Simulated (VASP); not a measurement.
A run of VASP 6.6.1:

File INCAR:

```
  PREC = Accurate
  ENCUT = 520
  EDIFF = 1E-7
  ISMEAR = -1
  SIGMA = 0.02
  LREAL = False
  LASPH = True
  NELM = 100
  ALGO = Normal
  ISIF = 2
  LWAVE = False
  LCHARG = True
  GGA = PE
  LELF = True
  LVHAR = True
  NBANDS = 11
```

KPOINTS

```
regular mesh
0
Gamma
  10 10 10
```

The input POSCAR:

```
AlN
1.0
    0.0000000000      2.0188684697      2.0188684697
    1.9381137309      0.0000000000      2.0188684697
    1.9381137309      2.0188684697      0.0000000000
Al N
1 1
Direct
    0.0000000000      0.0000000000      0.0000000000
    0.5000000000      0.5000000000      0.5000000000
```

Potentials or basis: VASP PAW PBE potentials, release 64 (Al, N).

The run is started by

```console
$ cat potpaw_PBE.64/Al/POTCAR potpaw_PBE.64/N/POTCAR > POTCAR
$ mpirun -np 1 vasp_std > vasp.out
```

Hardware: 1 thread of AMD EPYC 7R43 64-Core Processor (Zen 3), on a shared host.

Question: Estimate the wall time of this run.

Answer: Run time: 21 s on 1 thread of AMD EPYC 7R43 64-Core Processor (Zen 3), with other jobs on the host, peak memory 0.11 GiB. Counts: scf iterations 13, k points 102.
